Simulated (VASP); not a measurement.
A run of VASP 6.6.1 is set up as follows.

Contents of INCAR:

```
  PREC = Accurate
  ENCUT = 520
  EDIFF = 1E-6
  ISMEAR = 0
  SIGMA = 0.05
  LREAL = False
  LASPH = True
  NELM = 60
  ALGO = Normal
  ISIF = 2
  LWAVE = False
  LCHARG = False
  GGA = PS
  IVDW = 12
  NBANDS = 35
```

Contents of KPOINTS:

```
regular mesh
0
Gamma
  12 12 4
```

POSCAR

```
WS2
1.0
    3.1147273971      0.0000000000      0.0000000000
   -1.5573636985      2.6974330517      0.0000000000
    0.0000000000      0.0000000000     11.7722466704
W S
2 4
Direct
    0.2370167182      0.6666666667      0.2500000000
    0.6666666667      0.3333333333      0.7500000000
    0.3333333333      0.6666666667      0.6164531912
    0.6666666667      0.3333333333      0.1164531912
    0.3333333333      0.6666666667      0.8835468088
    0.6666666667      0.3333333333      0.3835468088
```

Potentials or basis: VASP PAW PBE potentials, release 64 (W_sv, S).

The run is started by

```console
$ cat potpaw_PBE.64/W_sv/POTCAR potpaw_PBE.64/S/POTCAR > POTCAR
$ mpirun -np 1 vasp_std > vasp.out
```

Question: What does it give for the band gap on the k mesh?

Answer: 0.71 eV.

Question: What does it give for the pressure?

Answer: 3.6 GPa.

Question: What does it give for the dispersion energy per atom?

Answer: -0.416 eV.

Stress tensor (GPa, compression positive):
```
2.10 4.13 0.00
4.13 2.49 0.00
0.00 0.00 6.27
```

Caveat: the cell differs from its parent crystal (atom 1 (W) moved -0.300 Å along Cartesian [1 0 0]); the cell stands under pressure; the PAW data sets were made with another functional, which shifts forces and pressure a little; spin-orbit coupling is left out, which moves the levels of the heavy elements. A k mesh can miss the band edges.
